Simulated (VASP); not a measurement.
# LuTa2 (P4/nmm) in VASP: a series of runs

The runs below take LuTa2 through single point, with PBE.

Everything below comes from runs of VASP 6.6.1. Logs are shortened: lines on timing, memory, paths and dates and some standing lists are left out, and cuts for length are marked.

## (1) The cell of the first run

The structure is tetragonal, space group P4/nmm (No. 129). The conventional cell has a = 3.703 Å, b = 3.703 Å, c = 10.302 Å, α = 90.00°, β = 90.00°, γ = 90.00°. Lu (site symmetry 4mm) has 9 Ta at 3.05 to 3.28 Å and 4 Lu at 3.70 Å within 4.0 Å. Within 3.5 Å of Ta (site symmetry -4m2) lie 4 Ta at 2.62 Å and 4 Lu at 3.23 Å. Within 3.8 Å of Ta (site symmetry 4mm) lie 8 Ta at 2.83 to 3.70 Å and 5 Lu at 3.05 to 3.28 Å.

The cell was generated, and may not be a known phase.

## (2) Single point, PBE

File INCAR:

```
ALGO = Fast ; EDIFF = 1E-6
ENCUT = 520 ; GGA = PE
ISIF = 2 ; ISMEAR = 0
LASPH = T ; LCHARG = F
LREAL = F ; LWAVE = F
NBANDS = 56 ; NELM = 60
PREC = Accurate ; SIGMA = 0.1
```

File KPOINTS:

```
k-points
0
Gamma
  4 4 2
```

File POSCAR:

```
LuTa2
1.0
    3.7032140006      0.0000000000      0.0000000000
    0.0000000000      3.7032140006      0.0000000000
    0.0000000000      0.0000000000     10.3024482908
Lu Ta
2 4
Direct
    0.0000000000      0.5000000000      0.7435267420
    0.5000000000      0.0000000000      0.2564732580
    0.0000000000      0.0000000000      0.0000000000
    0.5000000000      0.5000000000      0.0000000000
    0.0000000000      0.5000000000      0.4476090223
    0.5000000000      0.0000000000      0.5523909777
```

Potentials or basis: VASP PAW PBE potentials, release 64 (Lu, Ta_pv).

Launch:

```console
$ cat potpaw_PBE.64/Lu/POTCAR potpaw_PBE.64/Ta_pv/POTCAR > POTCAR
$ mpirun -np 1 vasp_std > vasp.out
```

OUTCAR:

```text
EDIFF = 1E-6
   ENCUT = 520
   GGA = PE
   ISIF = 2
   ISMEAR = 0
   LASPH = T
   LREAL = F
   NELM = 60
   PREC = Accurate

 ion  position               nearest neighbor table
   1  0.000  0.500  0.744-   5 3.05   4 3.23   3 3.23   3 3.23   4 3.23   6 3.28   6 3.28   6 3.28
                             6 3.28
   2  0.500  0.000  0.256-   6 3.05   4 3.23   3 3.23   4 3.23   3 3.23   5 3.28   5 3.28   5 3.28
                             5 3.28
   3  0.000  0.000  0.000-   4 2.62   4 2.62   4 2.62   4 2.62   2 3.23   2 3.23   1 3.23   1 3.23

   4  0.500  0.500  0.000-   3 2.62   3 2.62   3 2.62   3 2.62   2 3.23   1 3.23   1 3.23   2 3.23

   5  0.000  0.500  0.448-   6 2.83   6 2.83   6 2.83   6 2.83   1 3.05   2 3.28   2 3.28   2 3.28
                             2 3.28
   6  0.500  0.000  0.552-   5 2.83   5 2.83   5 2.83   5 2.83   2 3.05   1 3.28   1 3.28   1 3.28
                             1 3.28

  LATTYP: Found a simple tetragonal cell.
 ALAT       =     3.7032140006
 C/A-ratio  =     2.7820288779

  Lattice vectors:

 A1 = (   3.7032140006,   0.0000000000,   0.0000000000)
 A2 = (   0.0000000000,   3.7032140006,   0.0000000000)
 A3 = (   0.0000000000,   0.0000000000,  10.3024482908)

Analysis of symmetry for initial positions (statically):
=====================================================================
 Subroutine PRICEL returns:
 Original cell was already a primitive cell.

 Routine SETGRP: Setting up the symmetry group for a
 simple tetragonal supercell.

 Subroutine GETGRP returns: Found 16 space group operations
 (whereof  8 operations were pure point group operations)
 out of a pool of 16 trial point group operations.

The static configuration has the point symmetry D_2d.
 The point group associated with its full space group is D_4h.

Analysis of symmetry for dynamics (positions and initial velocities):
=====================================================================
 Subroutine PRICEL returns:
 Original cell was already a primitive cell.

 Routine SETGRP: Setting up the symmetry group for a
 simple tetragonal supercell.

 Subroutine GETGRP returns: Found 16 space group operations
 (whereof  8 operations were pure point group operations)
 out of a pool of 16 trial point group operations.

The dynamic configuration has the point symmetry D_2d.
 The point group associated with its full space group is D_4h.

 Subroutine INISYM returns: Found 16 space group operations
 (whereof  8 operations are pure point group operations),
 and found     1 'primitive' translations

----------------------------------------------------------------------------------------

                                     Primitive cell

  volume of cell :     141.2857

  direct lattice vectors                    reciprocal lattice vectors
     3.703214001  0.000000000  0.000000000     0.270035704  0.000000000  0.000000000
     0.000000000  3.703214001  0.000000000     0.000000000  0.270035704  0.000000000
     0.000000000  0.000000000 10.302448291     0.000000000  0.000000000  0.097064307

  length of vectors
     3.703214001  3.703214001 10.302448291     0.270035704  0.270035704  0.097064307

  position of ions in fractional coordinates (direct lattice)
     0.000000000  0.500000000  0.743526742
     0.500000000  0.000000000  0.256473258
     0.000000000  0.000000000  0.000000000
     0.500000000  0.500000000  0.000000000
     0.000000000  0.500000000  0.447609022
     0.500000000  0.000000000  0.552390978

  ion indices of the primitive-cell ions
   primitive index   ion index
                 1           1
                 2           2
                 3           3
                 4           4
                 5           5
                 6           6

----------------------------------------------------------------------------------------

 KPOINTS: k-points

Automatic generation of k-mesh.
 Grid dimensions read from file:
 generate k-points for:    4    4    2

 Generating k-lattice:

  Cartesian coordinates                     Fractional coordinates (reciprocal lattice)
     0.067508926  0.000000000  0.000000000     0.250000000  0.000000000  0.000000000
     0.000000000  0.067508926  0.000000000     0.000000000  0.250000000  0.000000000
     0.000000000  0.000000000  0.048532153     0.000000000  0.000000000  0.500000000

  Length of vectors
     0.067508926  0.067508926  0.048532153

  Shift w.r.t. Gamma in fractional coordinates (k-lattice)
     0.000000000  0.000000000  0.000000000

 Subroutine IBZKPT returns following result:
 ===========================================

 Found     12 irreducible k-points:

 Following reciprocal coordinates:
            Coordinates               Weight
  0.000000  0.000000  0.000000      1.000000
  0.250000  0.000000  0.000000      4.000000
  0.500000  0.000000  0.000000      2.000000
  0.250000  0.250000  0.000000      4.000000
  0.500000  0.250000  0.000000      4.000000
  0.500000  0.500000  0.000000      1.000000
  0.000000  0.000000  0.500000      1.000000
  0.250000  0.000000  0.500000      4.000000
  0.500000  0.000000  0.500000      2.000000
  0.250000  0.250000  0.500000      4.000000
  0.500000  0.250000  0.500000      4.000000
  0.500000  0.500000  0.500000      1.000000
   k-points           NKPTS =     12   k-points in BZ     NKDIM =     12   number of bands    NBANDS=     56
   number of dos      NEDOS =    301   number of ions     NIONS =      6
   total plane-waves  NPLWV =  62720
   dimension x,y,z NGX =    28 NGY =   28 NGZ =   80
   dimension x,y,z NGXF=    56 NGYF=   56 NGZF=  160
   ions per type =               2   4
   NGX,Y,Z   is equivalent  to a cutoff of  12.57, 12.57, 12.91 a.u.
   NGXF,Y,Z  is equivalent  to a cutoff of  25.14, 25.14, 25.82 a.u.
 SYSTEM =  unknown system
   PREC   = accura    normal or accurate (medium, high low for compatibility)
   ISTART =      0    job   : 0-new  1-cont  2-samecut
   ICHARG =      2    charge: 1-file 2-atom 10-const
   ISPIN  =      1    spin polarized calculation?
   LNONCOLLINEAR =      F non collinear calculations
   LSORBIT =      F    spin-orbit coupling
   LASPH  =      T    aspherical Exc in radial PAW
   ENCUT  =  520.0 eV  38.22 Ry    6.18 a.u.   6.89  6.89 19.16*2*pi/ulx,y,z
   NELM   =     60;   NELMIN=  2; NELMDL= -5     # of ELM steps
   EDIFF  = 0.1E-05   stopping-criterion for ELM
   LREAL  =      F    real-space projection
   EDIFFG = 0.1E-04   stopping-criterion for IOM
   NSW    =      0    number of steps for IOM
   IBRION =     -1    ionic relax: 0-MD 1-quasi-New 2-CG
   NFREE  =      0    steps in history (QN), initial steepest desc. (CG)
   ISIF   =      2    stress and relaxation
   ISYM   =      2    0-nonsym 1-usesym 2-fastsym
   POTIM  = 0.5000    time-step for ionic-motion
   TEBEG  =    0.0;   TEEND  =   0.0 temperature during run
   PSTRESS=    0.0 pullay stress
   NELECT =      94.0000    total number of electrons
   NUPDOWN=      -1.0000    fix difference up-down
   EMIN   =  10.00;   EMAX   =-10.00  energy-range for DOS
   EFERMI =   0.00;   METHOD = LEGACY
   ISMEAR =     0;   SIGMA  =   0.10  broadening in eV -4-tet -1-fermi 0-gaus
   EFERMI_NEDOS =   21; number of points for ismear=-14 and -15
   IALGO  =     68    algorithm
   IMIX   =      4    mixing-type and parameters
     AMIX     =   0.40;   BMIX     =  1.00
     AMIX_MAG =   1.60;   BMIX_MAG =  1.00
  volume/ion in A,a.u.               =      23.55       158.91
  Fermi-wavevector in a.u.,A,eV,Ry     =   1.429173  2.700745 27.790377  2.042535
  Thomas-Fermi vector in A             =   2.549155
   LORBIT       =      0    0 simple, 1 ext, 2 COOP (PROOUT), +10 PAW based schemes
   GGA     = PE    functional components
   LHFCALC =     F    Hartree Fock is set to
   AEXX    =    0.0000 exact exchange contribution
   IVDW    =     0    specifies the selected vdW correction
   LEPSILON=     F    determine dielectric tensor
   LRPA    =     F    only Hartree local field effects (RPA)
 non-spin polarized calculation
 RMM-DIIS sequential band-by-band and
 Gauss-broadening in eV      SIGMA  =   0.10
  energy-cutoff  :      520.00
  volume of cell :      141.29
 maximum number of plane-waves:      3815
 NGX is ok and might be reduce to    28
   NGX = 13   NGY = 13   NGZ = 39

 number of electron      93.9999988 magnetization

 Free energy of the ion-electron system (eV)
  ---------------------------------------------------
  ext. energy  EPLUGINS =         0.00000000
  ---------------------------------------------------
  free energy    TOTEN  =       -52.31244865 eV

  energy without entropy =      -52.28307560  energy(sigma->0) =      -52.29776212

 E-fermi :   3.6300     XC(G=0): -11.2949

 val. band max:        3.6089913454   @ k =   0.5000   0.5000   0.0000
 cond. band min:       3.6343689878   @ k =   0.2500   0.0000   0.0000
 fundamental gap:      0.0253776424
 Fermi energy:         3.6299686490

 k-point     1 :       0.0000    0.0000    0.0000
  band No.  band energies     occupation
      1     -52.3458      2.00000
      2     -52.3457      2.00000
      3     -30.9721      2.00000
      4     -30.9721      2.00000
      5     -30.9394      2.00000
      6     -30.9394      2.00000
[... 48 lines left out ...]
     55       6.3529      0.00000
     56       6.3531      0.00000

 k-point     2 :       0.2500    0.0000    0.0000
  band No.  band energies     occupation
      1     -52.3440      2.00000
      2     -52.3439      2.00000
      3     -31.0248      2.00000
      4     -30.9065      2.00000
      5     -30.8835      2.00000
      6     -30.7674      2.00000
[... 48 lines left out ...]
     55       5.8683      0.00000
     56       6.3541      0.00000
[... 529 lines left out ...]
     55       5.8163      0.00000
     56       5.8229      0.00000

 k-point    12 :       0.5000    0.5000    0.5000
  band No.  band energies     occupation
      1     -52.3384      2.00000
      2     -52.3384      2.00000
      3     -31.1878      2.00000
      4     -31.1878      2.00000
      5     -31.1163      2.00000
      6     -31.1163      2.00000
[... 48 lines left out ...]
     55       6.1811      0.00000
     56       6.1985      0.00000

------------------------ aborting loop because EDIFF is reached ----------------------------------------

  FORCE on cell =-STRESS in cart. coord.  units (eV):
  Direction    XX          YY          ZZ          XY          YZ          ZX
  --------------------------------------------------------------------------------------
  -------------------------------------------------------------------------------------
  Total       -0.1664805     -0.1664805     -0.2678703      0.0000000      0.0000000      0.0000000
  in kB       -1.8878869     -1.8878869     -3.0376452      0.0000000      0.0000000      0.0000000
  external PRESSURE =      -2.2711396 kB  Pullay stress =       0.0000000 kB

 VOLUME and BASIS-vectors are now :
 -----------------------------------------------------------------------------
  energy-cutoff  :      520.00
  volume of cell :      141.29
      direct lattice vectors                 reciprocal lattice vectors
     3.703214001  0.000000000  0.000000000     0.270035704  0.000000000  0.000000000
     0.000000000  3.703214001  0.000000000     0.000000000  0.270035704  0.000000000
     0.000000000  0.000000000 10.302448291     0.000000000  0.000000000  0.097064307

 POSITION                                       TOTAL-FORCE (eV/Angst)
 -----------------------------------------------------------------------------------
      0.00000      1.85161      7.66015         0.000000      0.000000      0.028011
      1.85161      0.00000      2.64230         0.000000      0.000000     -0.028011
      0.00000      0.00000      0.00000        -0.000000      0.000000      0.000000
      1.85161      1.85161      0.00000        -0.000000      0.000000      0.000000
      0.00000      1.85161      4.61147        -0.000000      0.000000      0.032782
      1.85161      0.00000      5.69098         0.000000      0.000000     -0.032782
 -----------------------------------------------------------------------------------
    total drift:                               -0.000000      0.000000     -0.000000

  FREE ENERGIE OF THE ION-ELECTRON SYSTEM (eV)
  ---------------------------------------------------
  free  energy   TOTEN  =       -52.3124486482 eV

  energy  without entropy=      -52.2830755977  energy(sigma->0) =      -52.29776212
```

Wall time 3.2 min (1 thread of Intel Xeon 6975P-C (Granite Rapids), shared host); peak memory 0.3 GiB.

Results:

```yaml
Free_energy: -52.3124 eV
Pressure: -0.2 GPa
Largest_force: 0.033 eV/Å
Band_gap_on_the_k_mesh: zero (bands 47 and 48 overlap by 1.02 eV)
```

Forces in eV/Å, atoms in the order of the input:
```
Lu   0.000  0.000  0.028
Lu   0.000  0.000 -0.028
Ta   0.000  0.000  0.000
Ta   0.000  0.000  0.000
Ta   0.000  0.000  0.033
Ta   0.000  0.000 -0.033
```

Caveat: the k points lie up to 0.42 Å⁻¹ apart, too coarse for converged energies and pressures of a metal; spin-orbit coupling is left out, which moves the levels of the heavy elements.

## (3) Single point, PBE

This run uses another cell than the first one, of 17.88 Å³/atom.

File INCAR:

```
ALGO = Normal ; EDIFF = 1E-6
ENCUT = 520 ; GGA = PE
ISIF = 2 ; ISMEAR = 0
LASPH = True ; LCHARG = True
LELF = True ; LREAL = False
LVHAR = True ; LWAVE = False
NBANDS = 56 ; NELM = 100
PREC = Accurate ; SIGMA = 0.1
```

KPOINTS is that of step 2.

File POSCAR:

```
LuTa2
1.0
    3.7553439900      0.0000000000      0.0000000000
    0.0000000000      3.7553439900      0.0000000000
    0.0000000000      0.0000000000      7.6053558200
Lu Ta
2 4
Direct
    0.0000000000      0.5000000000      0.7284902900
    0.5000000000      0.0000000000      0.2715097100
    0.0000000000      0.0000000000      0.0000000000
    0.5000000000      0.5000000000      0.0000000000
    0.0000000000      0.5000000000      0.3709276300
    0.5000000000      0.0000000000      0.6290723700
```

Potentials or basis: VASP PAW PBE potentials, release 64 (Lu, Ta_pv).

Launch:

```console
$ cat potpaw_PBE.64/Lu/POTCAR potpaw_PBE.64/Ta_pv/POTCAR > POTCAR
$ mpirun -np 1 vasp_std > vasp.out
```

It took 44 s on 1 thread of Intel Xeon 6975P-C (Granite Rapids), shared host; peak memory 0.24 GiB.

Results (log left out):

| Property | Result |
| --- | --- |
| Free energy | -49.1876 eV |
| Pressure | 29.0 GPa |
| Largest force | 0.824 eV/Å |
| Band gap on the k mesh | zero (bands 47 and 48 overlap by 1.41 eV) |

Forces in eV/Å, atoms in the order of the input:
```
Lu   0.000  0.000 -0.824
Lu   0.000  0.000  0.824
Ta   0.000  0.000  0.000
Ta   0.000  0.000  0.000
Ta   0.000  0.000  0.170
Ta   0.000  0.000 -0.170
```

Stress tensor (GPa, compression positive):
```
31.05  0.00  0.00
 0.00 31.05  0.00
 0.00  0.00 24.91
```

Levels at points of the mesh, in eV from the Fermi level:
| k point | band 42 | band 43 | band 44 | band 45 | band 46 | band 47 | band 48 | band 49 | band 50 | band 51 |
| --- | --- | --- | --- | --- | --- | --- | --- | --- | --- | --- |
| (0.00, 0.00, 0.00) | -1.95 | -1.95 | -1.50 | -0.86 | -0.71 | -0.71 | -0.24 | -0.10 | 0.97 | 1.57 |
| (0.50, 0.00, 0.00) | -1.68 | -1.20 | -1.20 | -0.71 | -0.71 | 0.40 | 0.40 | 0.48 | 0.48 | 1.39 |
| (0.50, 0.50, 0.00) | -1.83 | -0.25 | -0.25 | 0.31 | 0.31 | 0.46 | 0.46 | 0.77 | 0.77 | 1.55 |
| (0.00, 0.00, 0.50) | -2.46 | -2.46 | -1.21 | -1.14 | 0.10 | 0.19 | 0.50 | 0.83 | 0.83 | 1.63 |
| (0.50, 0.00, 0.50) | -1.93 | -1.59 | -1.59 | -0.19 | -0.19 | 0.32 | 0.32 | 0.59 | 0.59 | 1.36 |
| (0.50, 0.50, 0.50) | -1.27 | -0.92 | -0.92 | -0.23 | -0.23 | 1.17 | 1.17 | 1.39 | 1.39 | 1.83 |

Caveat: the k points lie up to 0.42 Å⁻¹ apart, too coarse for converged energies and pressures of a metal; spin-orbit coupling is left out, which moves the levels of the heavy elements.

The gap in the log of VASP goes by the Fermi energy; the results here count the filled bands.